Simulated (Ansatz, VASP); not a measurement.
## Pt: VASP beside Ansatz

Contents of INCAR:

```
SYSTEM = Pt
ALGO = Normal
EDIFF = 1E-7
ENCUT = 520
GGA = RP
ISIF = 2
ISMEAR = -1
LASPH = .True.
LCHARG = .False.
LREAL = .False.
LWAVE = .False.
NBANDS = 11
NELM = 100
PREC = Accurate
SIGMA = 0.1
```

File KPOINTS:

```
k-points
0
Gamma
  13 13 13
  0 0 0
```

File POSCAR:

```
Pt
1.0
    2.7446845639      0.0000000000      0.0000000000
    0.0000000000      2.7446845639      0.0000000000
    0.0000000000      0.0000000000      2.7446845639
Pt
1
Direct
    0.0000000000      0.0000000000      0.0000000000
```

Input for Ansatz:

```yaml
crystal:
  lattice:
    - [2.7446845639, 0.0, 0.0]
    - [0.0, 2.7446845639, 0.0]
    - [0.0, 0.0, 2.7446845639]
  atoms:
    - { symbol: Pt, position: [0.0, 0.0, 0.0] }
hamiltonian:
  xc: rpbe
  pseudopotentials:
    kind: paw
    azcp:
      Pt: "pseudopotentials/Pt.paw.azcp"
basis:
  ecutwfc: 420
  fft_grid_basis: typed
kpoints:
  mp_grid: { grid: [13, 13, 13], shift: [0, 0, 0] }
magnetization:
  spin_polarized: false
scf:
  occupations: { method: fermi_dirac, width: 0.1 }
  lower_state_search: "off"
output:
  stress: true
```

Alike in both runs: task single point; functional RPBE; k mesh 13 × 13 × 13; occupations fermi-dirac, width 0.1 eV; no spin polarisation.

|  | VASP | Ansatz |
| --- | --- | --- |
| version | VASP 6.6.1 | Ansatz 0.2.0 |
| potentials or method | VASP PAW PBE potentials, release 64 (Pt), cutoff 520 eV | plane waves (420 eV) with PAW, scalar-relativistic |
| valence electrons in the cell | 10 | 18 |

Ansatz gave:

- pressure (GPa): -13.9

Problem. Which values does VASP return?

Solution. Pressure (GPa): -14.1.

VASP's potentials were made for PBE, not for RPBE. The functional is the same, so the differences come from potentials, cutoffs and numerics. VASP's potentials hold 10 valence electrons a cell and Ansatz's 18, so a difference there can come from the potentials and not from the codes.

Neither program's run includes spin-orbit coupling.
